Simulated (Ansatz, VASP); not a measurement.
**BeAl3: VASP beside Ansatz**

Contents of INCAR:

```
SYSTEM = BeAl3
  PREC = Accurate
  ENCUT = 520
  EDIFF = 1E-6
  ISMEAR = -1
  SIGMA = 0.05
  LREAL = .False.
  LASPH = .True.
  NELM = 60
  ALGO = Normal
  ISIF = 2
  LWAVE = .False.
  LCHARG = .True.
  GGA = PE
  LELF = .True.
  LVHAR = .True.
  NBANDS = 14
```

File KPOINTS:

```
Automatic mesh
0
Gamma
  8 8 8
  0 0 0
```

File POSCAR:

```
BeAl3
1.0
   -1.9421910000      1.9421910000      3.8904119300
    1.9421910000     -1.9421910000      3.8904119300
    1.9421910000      1.9421910000     -3.8904119300
Al Be
3 1
Direct
    0.5000000000      0.5000000000      0.0000000000
    0.2500000000      0.7500000000      0.5000000000
    0.7500000000      0.2500000000      0.5000000000
    0.0000000000      0.0000000000      0.0000000000
```

File input.yaml:

```yaml
crystal:
  lattice:
    - [-1.942191, 1.942191, 3.89041193]
    - [1.942191, -1.942191, 3.89041193]
    - [1.942191, 1.942191, -3.89041193]
  atoms:
    - { symbol: Al, position: [0.5, 0.5, 0.0] }
    - { symbol: Al, position: [0.25, 0.75, 0.5] }
    - { symbol: Al, position: [0.75, 0.25, 0.5] }
    - { symbol: Be, position: [0.0, 0.0, 0.0] }
hamiltonian:
  xc: pbe
  pseudopotentials: { kind: paw }
kpoints:
  mp_grid: { grid: [8, 8, 8] }
  band_path:
    path:
      - [[0.0, 0.0, 0.0], [0.0, 0.0, 0.5], [-0.1246128137, 0.1246128137, 0.5], [-0.3123064068, 0.3123064068, 0.3123064068], [0.0, 0.0, 0.0], [0.5, 0.5, -0.5], [0.3123064068, 0.6876935932, -0.3123064068], [0.0, 0.5, 0.0], [0.25, 0.25, 0.25], [0.5, 0.5, -0.1246128137], [0.5, 0.5, -0.5]]
      - [[0.0, 0.0, 0.5], [0.25, 0.25, 0.25]]
    npoints: 14
scf:
  occupations: { method: fermi_dirac, width: 0.05 }
  n_extra_bands: 10
output:
  forces: true
  stress: true
  eigenvalues: true
  fatbands: true
```

Alike in both runs: functional PBE; k mesh 8 × 8 × 8; occupations fermi-dirac, width 0.05 eV; no spin polarisation.

|  | VASP | Ansatz |
| --- | --- | --- |
| version | VASP 6.6.1 | Ansatz 0.2.0 |
| potentials or method | VASP PAW PBE potentials, release 64 (Al, Be) | Ansatz PAW |
| plane-wave cutoff (eV) | 520 | 420 |
| valence electrons in the cell | 11 | 11 |
| task | single point | band structure |

Ansatz gave:

```
gap on the k mesh at the Fermi level (eV)                     : none
pressure (GPa)                                                : -0.1
traceless stress, the component that is largest in VASP (GPa) : -1.25
```

Q: Which values does VASP return?

A: gap on the k mesh at the Fermi level (eV): none; pressure (GPa): -0.2; traceless stress, the component that is largest in VASP (GPa): -1.25.

A gap of «none» marks a metal or a gap that the smearing closes. With one functional, cell and mesh, what is left measures potentials, basis and numerics.
